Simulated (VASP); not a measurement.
Runs of VASP 6.6.1 on Mg3CdSe2O2. The structure is that of space group P-4m2 (No. 115), or close to it. The cells are those of the table. 

| task | cell | k mesh | cutoff (eV) | smearing | gap on the mesh (eV) | pressure (GPa) | relaxed volume (Å³/atom) | largest force (eV/Å) |
| --- | --- | --- | --- | --- | --- | --- | --- | --- |
| relaxation of cell and atoms | relaxed from a = 3.900, b = 3.900, c = 9.350 Å, 8 atoms | 3 × 3 × 2 | 600 | gaussian 0.15 eV | 1.07 | 0.0 | (c) | 0.08 |
| single point | a = 3.890, b = 3.890, c = 9.814 Å, 8 atoms | 8 × 8 × 4 | 520 | gaussian 0.02 eV | 1.09 | -0.1 | - | (b) |
| single point | a = 3.903, b = 3.903, c = 9.763 Å, 8 atoms | 3 × 3 × 2 | 520 | gaussian 0.15 eV | 1.10 | 0.1 | - | 0.04 |
| relaxation of shape and atoms at fixed volume | relaxed from a = 3.782, b = 3.782, c = 9.447 Å, 8 atoms | 8 × 8 × 4 | 600 | gaussian 0.02 eV | (a) | 8.0 | - | - |
| relaxation of cell and atoms | relaxed from a = 3.750, b = 3.750, c = 10.100 Å, 8 atoms | 3 × 3 × 2 | 600 | gaussian 0.15 eV | 1.15 | 0.4 | 18.49 | 0.06 |

Alike in all rows: level PBE; potentials or basis VASP PAW PBE potentials, release 64 (Mg, Cd, Se, O); no spin polarisation.

Question: Fill in the values left out.

Answer: (a) 1.51; (b) 0.05; (c) 22.81.

Caveats: some runs use coarse meshes; the relaxation stopped at a loose force limit of 0.08 eV/Å, so its end isn't a converged minimum (some runs); the volume moved by over 15 % at a fixed basis, so the end points are rough (some runs).

A k mesh can miss the band edges, and the runs leave out spin-orbit coupling on Cd, Se.
